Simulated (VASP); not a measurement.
Write the native input for VASP 6.6.1 that does the following.

| Property | Result |
| --- | --- |
| Task | single point |
| Functional | r2SCAN |
| Potentials or basis | VASP PAW PBE potentials, release 64 (Ga_d, As) |
| Cutoff | 520 eV |
| k mesh | 6 × 6 × 6 |
| Occupations | gaussian, width 0.1 eV |
| Spin | no spin polarisation |
| Dipole correction | no |
| Further INCAR settings | ALGO = Normal; EDIFF = 1e-06; NBANDS = 16 |

Crystal: GaAs.

```xyz
2
Lattice="0.0000 2.6625 2.6625 2.6625 0.0000 2.6625 2.6625 2.6625 0.0000" Properties=species:S:1:pos:R:3 pbc="T T T"
Ga    0.0000    0.0000    0.0000
As    2.6625    2.6625    2.6625
```

These files were run (other wordings do the same):

POSCAR

```
GaAs
1.0
    0.0000000000      2.6624552591      2.6624552591
    2.6624552591      0.0000000000      2.6624552591
    2.6624552591      2.6624552591      0.0000000000
Ga As
1 1
Direct
    0.0000000000      0.0000000000      0.0000000000
    0.5000000000      0.5000000000      0.5000000000
```

INCAR.step1

```
PREC     = Accurate       # precision mode
ENCUT    = 520            # plane-wave cutoff, eV
ISMEAR   = 0              # smearing method
SIGMA    = 0.1            # smearing width, eV
LREAL    = False          # projectors in reciprocal space
LASPH    = True           # aspherical terms in the spheres
NELM     = 60             # most SCF steps
NBANDS   = 16             # bands
GGA      = PE             # functional
ALGO     = Normal         # electronic algorithm
EDIFF    = 1E-4           # SCF threshold, eV
LWAVE    = True           # write WAVECAR
LCHARG   = False          # write CHGCAR
```

INCAR.step2

```
PREC     = Accurate       # precision mode
ENCUT    = 520            # plane-wave cutoff, eV
EDIFF    = 1E-6           # SCF threshold, eV
ISMEAR   = 0              # smearing method
SIGMA    = 0.1            # smearing width, eV
LREAL    = False          # projectors in reciprocal space
LASPH    = True           # aspherical terms in the spheres
NELM     = 60             # most SCF steps
ALGO     = Normal         # electronic algorithm
ISIF     = 2              # what is computed and relaxed
LWAVE    = False          # write WAVECAR
LCHARG   = False          # write CHGCAR
METAGGA  = R2SCAN         # meta-GGA
LMIXTAU  = True         
NBANDS   = 16             # bands
ISTART   = 1
```

KPOINTS

```
regular mesh
0
Gamma
  6 6 6
```

Potentials or basis: VASP PAW PBE potentials, release 64 (Ga_d, As).

Launch:

```console
$ cat potpaw_PBE.64/Ga_d/POTCAR potpaw_PBE.64/As/POTCAR > POTCAR
$ cp INCAR.step1 INCAR
$ mpirun -np 1 vasp_std > vasp.out
$ cp INCAR.step2 INCAR
$ mpirun -np 1 vasp_std > vasp.out
```

It gave:

| Property | Result |
| --- | --- |
| Pressure | 0.0 GPa |
| Band gap on the k mesh | zero (bands 9 and 10 overlap by 3.42 eV) |

Caveat: the PAW data sets were made with another functional, which shifts forces and pressure a little.

Wall time 30 s on 1 thread of AMD EPYC 9R45 96-Core Processor (Zen 5), with other jobs on the host, peak memory 0.13 GiB.
